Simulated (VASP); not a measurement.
A run of VASP 6.6.1 is set up as follows.

POSCAR

```
TiB2
1.0
    3.0292000000      0.0000000000      0.0000000000
   -1.5146000000      2.6233641531      0.0000000000
    0.0000000000      0.0000000000      3.2284000000
Ti B
1 2
Direct
    0.0000000000      0.0000000000      0.0000000000
    0.6666666667      0.3333333333      0.5000000000
    0.3333333333      0.6666666667      0.5000000000
```

The input INCAR.step1:

```
PREC = Accurate
ENCUT = 520
ISMEAR = -1
SIGMA = 0.05
LREAL = F
LASPH = T
NELM = 60
NBANDS = 16
GGA = PE
ALGO = Normal
EDIFF = 1E-4
LWAVE = T
LCHARG = F
```

Contents of INCAR.step2:

```
PREC = Accurate
ENCUT = 520
EDIFF = 1E-6
ISMEAR = -1
SIGMA = 0.05
LREAL = F
LASPH = T
NELM = 60
ALGO = Normal
ISIF = 2
LWAVE = F
LCHARG = F
METAGGA = R2SCAN
LMIXTAU = T
NBANDS = 16
ISTART = 1
```

The input KPOINTS:

```
regular mesh
0
Gamma
  6 6 5
```

Potentials or basis: VASP PAW PBE potentials, release 64 (Ti_sv, B).

Command:

```bash
$ cat potpaw_PBE.64/Ti_sv/POTCAR potpaw_PBE.64/B/POTCAR > POTCAR
$ cp INCAR.step1 INCAR
$ mpirun -np 1 vasp_std > vasp.out
$ cp INCAR.step2 INCAR
$ mpirun -np 1 vasp_std > vasp.out
```

**Question.** Estimate the band gap on the k mesh.

**Answer.** Zero (band 9 reaches 10.10 eV, above the bottom of band 10 at 10.07 eV).

**Question.** Estimate the pressure.

**Answer.** -0.1 GPa.

Stress tensor (GPa, compression positive):
```
 0.61  0.00  0.00
 0.00  0.61  0.00
 0.00  0.00 -1.64
```

Caveat: the k points lie up to 0.40 Å⁻¹ apart; the PAW data sets were made with another functional, which shifts forces and pressure a little.
